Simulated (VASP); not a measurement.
A run of VASP 6.6.1 is set up as follows.

File INCAR:

```
PREC = Accurate
ENCUT = 520
EDIFF = 1E-7
ISMEAR = 0
SIGMA = 0.15
LREAL = Auto
LASPH = True
NELM = 80
ALGO = Normal
ISIF = 2
LWAVE = False
LCHARG = False
NBANDS = 56
```

File KPOINTS:

```
Automatic mesh
0
Gamma
  3 3 3
```

POSCAR

```
Li12Cd4H
1.0
    6.6123880000      0.0000000000      0.0000000000
    0.0000000000      6.6123880000      0.0000000000
    0.0000000000      0.0000000000      6.6123880000
Li Cd H
12 4 1
Direct
    0.2490810807      0.2575037013      0.2350026894
    0.7540586509      0.7735242006      0.7189825170
    0.4953257447      0.4999455244      0.4919550523
    0.7539794059      0.7761148678      0.2686844757
    0.2489412516      0.2595229408      0.7520526713
    0.0366189977     -0.0000470521      0.4945667134
    0.7541037913      0.2262987213      0.7188991195
    0.2491077606      0.7423538508      0.2349674909
   -0.0300189329      0.4998946777     -0.0040540149
    0.2489670637      0.7403375049      0.7520815693
    0.7540194040      0.2237258989      0.2687536028
    0.4953007705     -0.0000639993     -0.0077062218
    0.0026487129     -0.0000665458     -0.0072465274
    0.5197223848      0.4998860608     -0.0051616799
    0.4596265717     -0.0000827258      0.4946964603
    0.0025896374      0.4999695203      0.4921962724
    0.7574140945     -0.0000544865      0.4915513996
```

Potentials or basis: VASP PAW LDA potentials, release 64 (Li_sv, Cd, H).

Launch:

```console
$ cat potpaw_LDA.64/Li_sv/POTCAR potpaw_LDA.64/Cd/POTCAR potpaw_LDA.64/H/POTCAR > POTCAR
$ mpirun -np 1 vasp_std > vasp.out
```

Task: Estimate the band gap on the k mesh.

Result: Zero (an odd number of electrons rules out a gap without spin polarisation).

Task: What does it give for the largest force?

Result: 0.025 eV/Å.

Forces in eV/Å, atoms in the order of the input:
```
Li   0.002  0.001 -0.001
Li   0.000  0.003  0.002
Li   0.003 -0.001  0.003
Li  -0.003 -0.006 -0.003
Li   0.001 -0.002  0.002
Li   0.000 -0.001  0.001
Li   0.000 -0.002  0.003
Li   0.001 -0.001 -0.001
Li   0.002  0.001 -0.005
Li   0.000  0.003  0.002
Li  -0.003  0.006 -0.005
Li   0.001  0.000  0.003
Cd  -0.001  0.000  0.000
Cd   0.002  0.000 -0.003
Cd  -0.025  0.000 -0.003
Cd  -0.001  0.000  0.002
H    0.021  0.000  0.002
```
